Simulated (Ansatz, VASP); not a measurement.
**Se in VASP and in Ansatz**

Contents of INCAR:

```
PREC = Accurate ; ENCUT = 520
EDIFF = 1E-6 ; ISMEAR = -1
SIGMA = 0.03 ; LREAL = False
LASPH = True ; NELM = 60
ALGO = Normal ; ISIF = 2
LWAVE = False ; LCHARG = False
NBANDS = 16
```

File KPOINTS:

```
regular mesh
0
Gamma
  8 8 6
```

File POSCAR:

```
Se
1.0
    4.4422730712      0.0000000000      0.0000000000
   -2.2211365356      3.8471213302      0.0000000000
    0.0000000000      0.0000000000      4.9494500000
Se
3
Direct
    0.2170000000      0.0000000000      0.1666666667
    0.0000000000      0.2170000000      0.8333333333
    0.7830000000      0.7830000000      0.5000000000
```

Input for Ansatz:

```yaml
crystal:
  lattice:
    - [4.4422730712, 0.0, 0.0]
    - [-2.2211365356, 3.8471213302, 0.0]
    - [0.0, 0.0, 4.94945]
  atoms:
    - { symbol: Se, position: [0.217, 0.0, 0.1666666667] }
    - { symbol: Se, position: [0.0, 0.217, 0.8333333333] }
    - { symbol: Se, position: [0.783, 0.783, 0.5] }
kpoints:
  mp_grid: { grid: [8, 8, 6] }
  band_path:
    path:
      - [0.0, 0.0, 0.0]
      - [0.5, 0.0, 0.0]
      - [0.3333333333, 0.3333333333, 0.0]
      - [0.0, 0.0, 0.0]
      - [0.0, 0.0, 0.5]
      - [0.5, 0.0, 0.5]
      - [0.3333333333, 0.3333333333, 0.5]
      - [0.0, 0.0, 0.5]
      - [0.5, 0.0, 0.5]
    npoints: 5
scf:
  occupations: { method: fermi_dirac, width: 0.03 }
hamiltonian:
  xc: lda
  pseudopotentials: { kind: all_electron, lapw: { basis_error: 0.0005 } }
output:
  forces: true
  stress: true
  eigenvalues: true
```

Change from the starting cell: equal xx and yy strain of +2 %.

Alike in both runs: task single point; functional LDA; k mesh 8 × 8 × 6; occupations fermi-dirac, width 0.03 eV; no spin polarisation.

|  | VASP | Ansatz |
| --- | --- | --- |
| version | VASP 6.6.1 | Ansatz 0.2.0 |
| potentials or method | VASP PAW LDA potentials, release 64 (Se), cutoff 520 eV | all-electron LAPW, scalar-relativistic |

Ansatz gave:

| Property | Result |
| --- | --- |
| gap on the k mesh at the Fermi level (eV) | 1.11 |
| pressure (GPa) | -0.4 |
| traceless stress, the component that is largest in VASP (GPa) | 0.92 |
| rms of the force components (eV/Å) | 0.285 |

Task: Estimate VASP's values.

Result: gap on the k mesh at the Fermi level (eV): 1.09; pressure (GPa): -0.2; traceless stress, the component that is largest in VASP (GPa): 1.02; rms of the force components (eV/Å): 0.319.

LDA's correlation is that of Perdew and Zunger in VASP and of Perdew and Wang (1992) in Ansatz. Atom by atom the forces differ by 0.034 eV/Å (rms over components). Ansatz ran all-electron here, and VASP with PAW potentials.
